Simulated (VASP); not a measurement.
# Al in VASP: a series of runs

Al is run at these levels: r2SCAN; tasks: single point.

Everything below comes from runs of VASP 6.6.1. Logs are shortened: lines on timing, memory, paths and dates and some standing lists are left out, and cuts for length are marked.

## (1) The cell of the first run

Symmetry: R-3m, No. 166, trigonal system. The conventional cell has a = 2.916 Å, b = 2.916 Å, c = 6.649 Å, α = 90.00°, β = 90.00°, γ = 120.00°. Al (site symmetry -3m) has 12 Al at 2.78 to 2.92 Å within 3.7 Å.

## (2) Single point, r2SCAN

POSCAR

```
Al
1.0
    2.9162060727      0.0000000000      0.0000000000
   -1.4581030364      2.5255085417      0.0000000000
    1.4581030364      0.8418361806      2.2164595089
Al
1
Direct
    0.0000000000      0.0000000000      0.0000000000
```

INCAR.step1

```
  ALGO = Normal
  EDIFF = 1E-4
  ENCUT = 520
  GGA = PE
  ISMEAR = 0
  ISYM = 0
  LASPH = True
  LCHARG = False
  LREAL = False
  LWAVE = True
  NBANDS = 8
  NELM = 60
  PREC = Accurate
  SIGMA = 0.1
```

INCAR.step2

```
  ALGO = Normal
  EDIFF = 1E-6
  ENCUT = 520
  ISIF = 2
  ISMEAR = 0
  ISTART = 1
  ISYM = 0
  LASPH = True
  LCHARG = False
  LMIXTAU = True
  LREAL = False
  LWAVE = False
  METAGGA = R2SCAN
  NBANDS = 8
  NELM = 60
  PREC = Accurate
  SIGMA = 0.1
```

KPOINTS

```
k-points
0
Gamma
  12 12 15
```

Potentials or basis: VASP PAW PBE potentials, release 64 (Al).

The run is started by

```sh
$ cat potpaw_PBE.64/Al/POTCAR > POTCAR
$ cp INCAR.step1 INCAR
$ mpirun -np 1 vasp_std > vasp.out
$ cp INCAR.step2 INCAR
$ mpirun -np 1 vasp_std > vasp.out
```

OUTCAR:

```text
EDIFF = 1E-6
   ENCUT = 520
   ISIF = 2
   ISMEAR = 0
   ISTART = 1
   ISYM = 0
   LASPH = True
   LREAL = False
   METAGGA = R2SCAN
   NELM = 60
   PREC = Accurate

 ion  position               nearest neighbor table
   1  0.000  0.000  0.000-

IMPORTANT INFORMATION: All symmetrisations will be switched off!
NOSYMM: (Re-)initialisation of all symmetry stuff for point group C_1.

----------------------------------------------------------------------------------------

                                     Primitive cell

  volume of cell :      16.3240

  direct lattice vectors                    reciprocal lattice vectors
     2.916206073  0.000000000  0.000000000     0.342911295  0.197979928 -0.300779989
    -1.458103036  2.525508542  0.000000000     0.000000000  0.395959857 -0.150389994
     1.458103036  0.841836181  2.216459509     0.000000000  0.000000000  0.451169983

  length of vectors
     2.916206073  2.916206073  2.783423319     0.497245221  0.423557975  0.451169983

  position of ions in fractional coordinates (direct lattice)
     0.000000000  0.000000000  0.000000000

  ion indices of the primitive-cell ions
   primitive index   ion index
                 1           1

----------------------------------------------------------------------------------------

 KPOINTS: k-points

Automatic generation of k-mesh.
 Grid dimensions read from file:
 generate k-points for:   12   12   15

 Generating k-lattice:

  Cartesian coordinates                     Fractional coordinates (reciprocal lattice)
     0.028575941  0.016498327 -0.025064999     0.083333333  0.000000000  0.000000000
     0.000000000  0.032996655 -0.012532500     0.000000000  0.083333333 -0.000000000
     0.000000000  0.000000000  0.030077999     0.000000000  0.000000000  0.066666667

  Length of vectors
     0.041437102  0.035296498  0.030077999

  Shift w.r.t. Gamma in fractional coordinates (k-lattice)
     0.000000000  0.000000000  0.000000000

 -----------------------------------------------------------------------------
|                                                                             |
|           W    W    AA    RRRRR   N    N  II  N    N   GGGG   !!!           |
|           W    W   A  A   R    R  NN   N  II  NN   N  G    G  !!!           |
|           W    W  A    A  R    R  N N  N  II  N N  N  G       !!!           |
|           W WW W  AAAAAA  RRRRR   N  N N  II  N  N N  G  GGG   !            |
|           WW  WW  A    A  R   R   N   NN  II  N   NN  G    G                |
|           W    W  A    A  R    R  N    N  II  N    N   GGGG   !!!           |
|                                                                             |
|     Your reciprocal lattice and k-lattice belong to different lattice       |
|     classes:                                                                |
|                                                                             |
|        The reciprocal lattice is rhombohedral (trigonal),                   |
|        whereas your k-lattice is base-centered monoclinic.                  |
|                                                                             |
|     Results are often still useful ...                                      |
|                                                                             |
 -----------------------------------------------------------------------------

 WARNING: IBZKPT: internal override: KBLOWUP is changed to .FALSE.
      ... skipping the blow-up phase ...

 Subroutine IBZKPT returns following result:
 ===========================================

 Found   1082 irreducible k-points:

 Following reciprocal coordinates:
            Coordinates               Weight
  0.000000  0.000000  0.000000      1.000000
  0.083333  0.000000  0.000000      2.000000
  0.166667 -0.000000  0.000000      2.000000
  0.250000  0.000000 -0.000000      2.000000
  0.333333 -0.000000  0.000000      2.000000
  0.416667 -0.000000 -0.000000      2.000000
[... 16 lines left out ...]
  0.250000  0.166667  0.000000      2.000000
  0.333333  0.166667  0.000000      2.000000
 [... further k-points ...]
   k-points           NKPTS =   1082   k-points in BZ     NKDIM =   1082   number of bands    NBANDS=      8
   number of dos      NEDOS =    301   number of ions     NIONS =      1
   total plane-waves  NPLWV =  13824
   dimension x,y,z NGX =    24 NGY =   24 NGZ =   24
   dimension x,y,z NGXF=    48 NGYF=   48 NGZF=   48
   ions per type =               1
   NGX,Y,Z   is equivalent  to a cutoff of  13.68, 13.68, 14.33 a.u.
   NGXF,Y,Z  is equivalent  to a cutoff of  27.36, 27.36, 28.67 a.u.
 SYSTEM =  unknown system
   PREC   = accura    normal or accurate (medium, high low for compatibility)
   ISTART =      1    job   : 0-new  1-cont  2-samecut
   ICHARG =      0    charge: 1-file 2-atom 10-const
   ISPIN  =      1    spin polarized calculation?
   LNONCOLLINEAR =      F non collinear calculations
   LSORBIT =      F    spin-orbit coupling
   LASPH  =      T    aspherical Exc in radial PAW
   ENCUT  =  520.0 eV  38.22 Ry    6.18 a.u.   5.42  5.42  5.18*2*pi/ulx,y,z
   NELM   =     60;   NELMIN=  2; NELMDL=  0     # of ELM steps
   EDIFF  = 0.1E-05   stopping-criterion for ELM
   LREAL  =      F    real-space projection
   EDIFFG = 0.1E-04   stopping-criterion for IOM
   NSW    =      0    number of steps for IOM
   IBRION =     -1    ionic relax: 0-MD 1-quasi-New 2-CG
   NFREE  =      0    steps in history (QN), initial steepest desc. (CG)
   ISIF   =      2    stress and relaxation
   ISYM   =      0    0-nonsym 1-usesym 2-fastsym
   POTIM  = 0.5000    time-step for ionic-motion
   TEBEG  =    0.0;   TEEND  =   0.0 temperature during run
   PSTRESS=    0.0 pullay stress
   NELECT =       3.0000    total number of electrons
   NUPDOWN=      -1.0000    fix difference up-down
   EMIN   =  10.00;   EMAX   =-10.00  energy-range for DOS
   EFERMI =   0.00;   METHOD = LEGACY
   ISMEAR =     0;   SIGMA  =   0.10  broadening in eV -4-tet -1-fermi 0-gaus
   EFERMI_NEDOS =   21; number of points for ismear=-14 and -15
   IALGO  =     38    algorithm
   IMIX   =      4    mixing-type and parameters
     AMIX     =   0.40;   BMIX     =  1.00
     AMIX_MAG =   1.60;   BMIX_MAG =  1.00
  volume/ion in A,a.u.               =      16.32       110.16
  Fermi-wavevector in a.u.,A,eV,Ry     =   0.930764  1.758889 11.787024  0.866322
  Thomas-Fermi vector in A             =   2.057187
   LORBIT       =      0    0 simple, 1 ext, 2 COOP (PROOUT), +10 PAW based schemes
   METAGGA = R2SCAN    functional components
   LHFCALC =     F    Hartree Fock is set to
   AEXX    =    0.0000 exact exchange contribution
   IVDW    =     0    specifies the selected vdW correction
   LEPSILON=     F    determine dielectric tensor
   LRPA    =     F    only Hartree local field effects (RPA)
 non-spin polarized calculation
 Gauss-broadening in eV      SIGMA  =   0.10
  energy-cutoff  :      520.00
  volume of cell :       16.32
 maximum number of plane-waves:       458
 NGX is ok and might be reduce to    24
   NGX = 11   NGY = 11   NGZ = 11

 number of electron       3.0000000 magnetization

 Free energy of the ion-electron system (eV)
  ---------------------------------------------------
  ext. energy  EPLUGINS =         0.00000000
  ---------------------------------------------------
  free energy    TOTEN  =        -6.72912906 eV

  energy without entropy =       -6.72789147  energy(sigma->0) =       -6.72851026

 E-fermi :   8.1760     XC(G=0): -10.9445

 val. band max:        8.1701959010   @ k =   0.4167   0.4167   0.3333
 cond. band min:       8.1764749688   @ k =  -0.2500   0.3333   0.2667
 fundamental gap:      0.0062790678
 Fermi energy:         8.1760073996

 k-point     1 :       0.0000    0.0000    0.0000
  band No.  band energies     occupation
      1      -3.7899      2.00000
      2      20.7074      0.00000
      3      20.7075      0.00000
      4      22.6500      0.00000
      5      22.6500      0.00000
      6      23.0381      0.00000
      7      23.8129      0.00000
      8      27.1714      0.00000

 k-point     2 :       0.0833    0.0000    0.0000
  band No.  band energies     occupation
      1      -3.5199      2.00000
      2      18.9622      0.00000
      3      19.2573      0.00000
      4      20.8995      0.00000
      5      23.1914      0.00000
      6      24.8107      0.00000
      7      25.4793      0.00000
      8      26.1591      0.00000

 k-point     3 :       0.1667   -0.0000    0.0000
  band No.  band energies     occupation
      1      -2.7132      2.00000
      2      16.9463      0.00000
      3      17.2947      0.00000
      4      18.8414      0.00000
      5      21.5522      0.00000
      6      21.9650      0.00000
      7      28.0059      0.00000
      8      28.5070      0.00000

 k-point     4 :       0.2500    0.0000   -0.0000
  band No.  band energies     occupation
      1      -1.3790      2.00000
      2      15.3436      0.00000
      3      15.6431      0.00000
      4      16.7885      0.00000
      5      17.4859      0.00000
      6      20.5308      0.00000
      7      30.9505      0.00000
      8      31.3031      0.00000

 k-point     5 :       0.3333   -0.0000    0.0000
  band No.  band energies     occupation
      1       0.4654      2.00000
      2      12.8094      0.00000
      3      14.1948      0.00000
      4      14.4699      0.00000
      5      16.1165      0.00000
      6      19.3507      0.00000
      7      32.3761      0.00000
      8      34.1121      0.00000
[... 177 lines left out ...]
 k-point    22 :       0.1667    0.1667    0.0000
  band No.  band energies     occupation
      1      -0.8742      2.00000
      2      10.7769      0.00000
      3      16.8834      0.00000
      4      17.8375      0.00000
      5      19.3413      0.00000
      6      22.9449      0.00000
      7      27.7160      0.00000
      8      28.9436      0.00000

 k-point    23 :       0.2500    0.1667    0.0000
  band No.  band energies     occupation
      1       0.9635      2.00000
      2       9.5272      0.00000
      3      13.2872      0.00000
      4      16.3739      0.00000
      5      17.9478      0.00000
      6      21.9224      0.00000
      7      29.2554      0.00000
      8      32.1612      0.00000

 k-point    24 :       0.3333    0.1667    0.0000
  band No.  band energies     occupation
      1       3.2690      2.00000
      2       8.7292      0.00000
      3       9.6774      0.00000
      4      15.7969      0.00000
      5      17.0556      0.00000
      6      21.2657      0.00000
      7      31.0713      0.00000
      8      34.0666      0.00000

 [... further k-points ...]

------------------------ aborting loop because EDIFF is reached ----------------------------------------

  FORCE on cell =-STRESS in cart. coord.  units (eV):
  Direction    XX          YY          ZZ          XY          YZ          ZX
  --------------------------------------------------------------------------------------
  -------------------------------------------------------------------------------------
  Total       -0.4343249     -0.4347515      0.2900247      0.0003514     -0.0182013     -0.0315286
  in kB      -42.6283407    -42.6702142     28.4654950      0.0344892     -1.7864300     -3.0944854
  external PRESSURE =     -18.9443533 kB  Pullay stress =       0.0000000 kB

 VOLUME and BASIS-vectors are now :
 -----------------------------------------------------------------------------
  energy-cutoff  :      520.00
  volume of cell :       16.32
      direct lattice vectors                 reciprocal lattice vectors
     2.916206073  0.000000000  0.000000000     0.342911295  0.197979928 -0.300779989
    -1.458103036  2.525508542  0.000000000     0.000000000  0.395959857 -0.150389994
     1.458103036  0.841836181  2.216459509     0.000000000  0.000000000  0.451169983

 POSITION                                       TOTAL-FORCE (eV/Angst)
 -----------------------------------------------------------------------------------
      0.00000      0.00000      0.00000        -0.000000      0.000000      0.000000
 -----------------------------------------------------------------------------------
    total drift:                               -0.000000      0.000000      0.000000

  FREE ENERGIE OF THE ION-ELECTRON SYSTEM (eV)
  ---------------------------------------------------
  free  energy   TOTEN  =        -6.7291290556 eV

  energy  without entropy=       -6.7278914678  energy(sigma->0) =       -6.72851026
```

It took 8.8 min on 1 thread of Intel Xeon 8259CL, shared host; peak memory 0.24 GiB.

What came out:

```
Free energy            : -6.7291 eV
Pressure               : -1.9 GPa
Band gap on the k mesh : zero (an odd number of electrons rules out a gap without spin polarisation)
```

Stress tensor (GPa, compression positive):
```
-4.26  0.00 -0.31
 0.00 -4.27 -0.18
-0.31 -0.18  2.85
```

Caveat: the stress differs along the axes, from -4 to 3 GPa; the PAW data sets were made with another functional, which shifts forces and pressure a little.

## (3) Single point, r2SCAN

This run uses another cell than the first one, of 16.61 Å³/atom.

POSCAR

```
Al
1.0
    2.9162060697     -0.0000000018     -0.0001342373
   -1.4581030364      2.5255085416      0.0000000000
    1.4580010074      0.8417772741      2.2558246367
Al
1
Direct
    0.0000000000      0.0000000000      0.0000000000
```

INCAR.step1

```
SYSTEM = Al
PREC     = Accurate       ! precision mode
ENCUT    = 520            ! plane-wave cutoff, eV
ISMEAR   = 0              ! smearing method
SIGMA    = 0.1            ! smearing width, eV
LREAL    = .FALSE.        ! projectors in reciprocal space
LASPH    = .TRUE.         ! aspherical terms in the spheres
NELM     = 60             ! most SCF steps
ISYM     = 0            
NBANDS   = 8              ! bands
GGA      = PE             ! functional
ALGO     = Normal         ! electronic algorithm
EDIFF    = 1E-4           ! SCF threshold, eV
LWAVE    = .TRUE.         ! write WAVECAR
LCHARG   = .FALSE.        ! write CHGCAR
```

INCAR.step2

```
SYSTEM = Al
PREC     = Accurate       ! precision mode
ENCUT    = 520            ! plane-wave cutoff, eV
EDIFF    = 1E-6           ! SCF threshold, eV
ISMEAR   = 0              ! smearing method
SIGMA    = 0.1            ! smearing width, eV
LREAL    = .FALSE.        ! projectors in reciprocal space
LASPH    = .TRUE.         ! aspherical terms in the spheres
NELM     = 60             ! most SCF steps
ALGO     = Normal         ! electronic algorithm
ISIF     = 2              ! what is computed and relaxed
LWAVE    = .FALSE.        ! write WAVECAR
LCHARG   = .FALSE.        ! write CHGCAR
METAGGA  = R2SCAN         ! meta-GGA
LMIXTAU  = .TRUE.       
ISYM     = 0            
NBANDS   = 8              ! bands
ISTART   = 1
```

KPOINTS

```
Automatic mesh
0
G
  12 12 15
  0 0 0
```

Potentials or basis: VASP PAW PBE potentials, release 64 (Al).

The run is started by

```sh
$ cat potpaw_PBE.64/Al/POTCAR > POTCAR
$ cp INCAR.step1 INCAR
$ mpirun -np 1 vasp_std > vasp.out
$ cp INCAR.step2 INCAR
$ mpirun -np 1 vasp_std > vasp.out
```

It took 8.3 min on 1 thread of Intel Xeon 8259CL, shared host; peak memory 0.24 GiB.

Results (log left out):

```yaml
Free_energy: -6.7311 eV
Pressure: -3.5 GPa
Band_gap_on_the_k_mesh: zero (an odd number of electrons rules out a gap without spin polarisation)
```

Stress tensor (GPa, compression positive):
```
-5.16 -0.07 -0.02
-0.07 -5.08 -0.01
-0.02 -0.01 -0.35
```

Levels at points of the mesh, in eV from the Fermi level:
```
           k point  band 1  band 2  band 3  band 4  band 5  band 6
(0.00, 0.00, 0.00)  -11.84   12.63   12.63   14.39   14.44   14.44
(0.50, 0.00, 0.00)   -3.19   -1.68    5.24    5.34    6.65    9.89
(0.00, 0.50, 0.00)   -5.12   -4.80   11.59   12.22   12.69   12.88
(0.50, 0.50, 0.00)   -5.12   -4.80   11.59   12.22   12.69   12.88
```

Caveat: the cell stands under tension; the PAW data sets were made with another functional, which shifts forces and pressure a little.

The gap in the log of VASP goes by the Fermi energy; the results here count the filled bands.